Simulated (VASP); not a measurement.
**AlW3: single point with PBE**

Crystal: AlW3.

```
CELL_PARAMETERS angstrom
3.94531 0.00000 0.00000
0.00000 3.94531 0.00000
0.00000 0.00000 3.94531
ATOMIC_POSITIONS crystal
Al 0.00000 0.00000 0.00000
W 0.50000 0.00000 0.50000
W 0.00000 0.50000 0.50000
W 0.50000 0.50000 0.00000
```

* Program: VASP 6.6.1
* Task: single point
* Functional: PBE
* Potentials or basis: VASP PAW PBE potentials, release 64 (Al, W_sv)
* Cutoff: 520 eV
* k mesh: 4 × 4 × 4
* Occupations: gaussian, width 0.1 eV
* Spin: no spin polarisation

```
Pressure : 8.0 GPa
```

Levels at points of the mesh, in eV from the Fermi level:
| k point | band 20 | band 21 | band 22 | band 23 | band 24 | band 25 |
| --- | --- | --- | --- | --- | --- | --- |
| (0.00, 0.00, 0.00) | 0.65 | 0.65 | 0.65 | 0.84 | 0.84 | 0.84 |
| (0.50, 0.00, 0.00) | -1.06 | -1.06 | -0.66 | -0.56 | 0.30 | 1.21 |
| (0.50, 0.50, 0.00) | -2.38 | -0.94 | -0.94 | -0.23 | 0.62 | 0.62 |
| (0.50, 0.50, 0.50) | -1.11 | -1.11 | -1.11 | 0.50 | 0.50 | 0.50 |

Wall time 17 s on 1 thread of AMD EPYC 7R43 64-Core Processor (Zen 3), with other jobs on the host, peak memory 0.14 GiB.

Caveat: the k points lie up to 0.40 Å⁻¹ apart; spin-orbit coupling is left out, which moves the levels of the heavy elements.
